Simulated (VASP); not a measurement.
Write the native input for VASP 6.6.1 that does the following.

| Property | Result |
| --- | --- |
| Task | electric field gradients |
| Functional | PBEsol |
| Potentials or basis | VASP PAW PBE potentials, release 64 (Li_sv) |
| Cutoff | 650 eV |
| k mesh | 13 × 13 × 13 |
| Occupations | fermi-dirac, width 0.08 eV |
| Spin | no spin polarisation |
| Dipole correction | no |
| Further INCAR settings | ALGO = Normal; EDIFF = 1e-08; NBANDS = 8 |

The structure of Li lies in POSCAR:

```
Li
1.0
    0.0000000000      2.1570486114      2.1570486114
    2.1570486114      0.0000000000      2.1570486114
    2.1570486114      2.1570486114      0.0000000000
Li
1
Direct
    0.0000000000      0.0000000000      0.0000000000
```

This cell differs from its parent crystal: volume scaled by 0.94.

One way to write it, as run:

INCAR

```
ALGO = Normal
EDIFF = 1E-8
ENCUT = 650
GGA = PS
GGA_COMPAT = F
ISIF = 2
ISMEAR = -1
LASPH = T
LCHARG = F
LEFG = T
LREAL = F
LWAVE = F
NBANDS = 8
NELM = 120
PREC = Accurate
SIGMA = 0.08
```

KPOINTS

```
k-points
0
Gamma
  13 13 13
```

Potentials or basis: VASP PAW PBE potentials, release 64 (Li_sv).

Launch:

```bash
$ cat potpaw_PBE.64/Li_sv/POTCAR > POTCAR
$ mpirun -np 1 vasp_std > vasp.out
```

It gave:

The pressure is -0.1 GPa.

Caveat: without QUAD_EFG the Cq values of the log hold for a quadrupole moment of 1 mb, not for the nuclei; the PAW data sets were made with another functional, which shifts forces and pressure a little.

Run time: 11 s on 1 thread of Intel(R) Xeon(R) Platinum 8559C (Emerald Rapids), on a shared host, peak memory 0.15 GiB.
